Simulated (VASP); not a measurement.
# CdSe: single point with RPBE

Crystal: CdSe.

```
CELL_PARAMETERS angstrom
0.00000 3.07027 3.07027
3.07027 0.00000 3.07027
3.07027 3.07027 0.00000
ATOMIC_POSITIONS crystal
Cd 0.00000 0.00000 0.00000
Se 0.25000 0.25000 0.25000
```

| Quantity | Value |
| --- | --- |
| Program | VASP 6.6.1 |
| Task | single point |
| Functional | RPBE |
| Potentials or basis | VASP PAW PBE potentials, release 64 (Cd, Se) |
| Cutoff | 520 eV |
| k mesh | 8 × 8 × 8 |
| Occupations | fermi-dirac, width 0.05 eV |
| Spin | no spin polarisation |

The pressure is 3.5 GPa and the band gap on the k mesh is 0.72 eV, direct.

Levels at points of the mesh, in eV from the valence-band top:
| k point | band 7 | band 8 | band 9 | band 10 | band 11 | band 12 |
| --- | --- | --- | --- | --- | --- | --- |
| (0.00, 0.00, 0.00) | 0.00 | 0.00 | 0.00 | 0.72 | 6.01 | 6.01 |
| (0.50, 0.00, 0.00) | -4.16 | -0.70 | -0.70 | 2.49 | 6.52 | 6.52 |
| (0.50, 0.50, 0.00) | -3.91 | -1.74 | -1.74 | 3.37 | 3.83 | 9.19 |

It took 13 s on 1 thread of Intel Xeon 6975P-C (shared host), peak memory 0.18 GiB.

Caveat: the PAW data sets were made with another functional, which shifts forces and pressure a little. Expect the measured gap to be larger: semilocal functionals such as RPBE lack the derivative discontinuity.
